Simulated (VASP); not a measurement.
A run of VASP 6.6.1:

Contents of INCAR:

```
ALGO = Normal ; DIPOL = 0.5 0.5 0.310
EDIFF = 1E-6 ; ENCUT = 520
GGA = PE ; IDIPOL = 3
ISIF = 2 ; ISMEAR = 0
LASPH = T ; LCHARG = F
LDIPOL = T ; LREAL = F
LWAVE = F ; NBANDS = 32
NELM = 80 ; PREC = Accurate
SIGMA = 0.1
```

File KPOINTS:

```
k-points
0
Gamma
  6 6 1
```

POSCAR

```
Al6H
1.0
    5.7143028096      0.0000000000      0.0000000000
   -2.8571514048      4.9487313980      0.0000000000
    0.0000000000      0.0000000000     22.6016424636
Al H
12 2
Direct
    0.3333333333      0.1666666667      0.1769782885
    0.3333333333      0.6666666667      0.1769782885
    0.8333333333      0.1666666667      0.1769782885
    0.8333333333      0.6666666667      0.1769782885
    0.1666666667      0.3333333333      0.2787817904
    0.1666666667      0.8333333333      0.2787817904
    0.6666666667      0.3333333333      0.2787817904
    0.6666666667      0.8333333333      0.2787817904
    0.0000000000      0.0000000000      0.3805759903
    0.0000000000      0.5000000000      0.3805759903
    0.5000000000      0.0000000000      0.3805759903
    0.5000000000      0.5000000000      0.3805759903
    0.2121115019      0.4242230039      0.4956118778
    0.2878884981      0.5757769961      0.4956118778
```

Potentials or basis: VASP PAW PBE potentials, release 64 (Al, H).

Command:

```bash
$ cat potpaw_PBE.64/Al/POTCAR potpaw_PBE.64/H/POTCAR > POTCAR
$ mpirun -np 1 vasp_std > vasp.out
```

Hardware: 1 thread of Intel(R) Xeon(R) Platinum 8488C (Sapphire Rapids), with other jobs on the host.

**Question.** Estimate the wall time of this run.

**Answer.** Run time: 6.9 min on 1 thread of Intel(R) Xeon(R) Platinum 8488C (Sapphire Rapids), on a shared host, peak memory 0.69 GiB. Counts: scf iterations 25, k points 13.
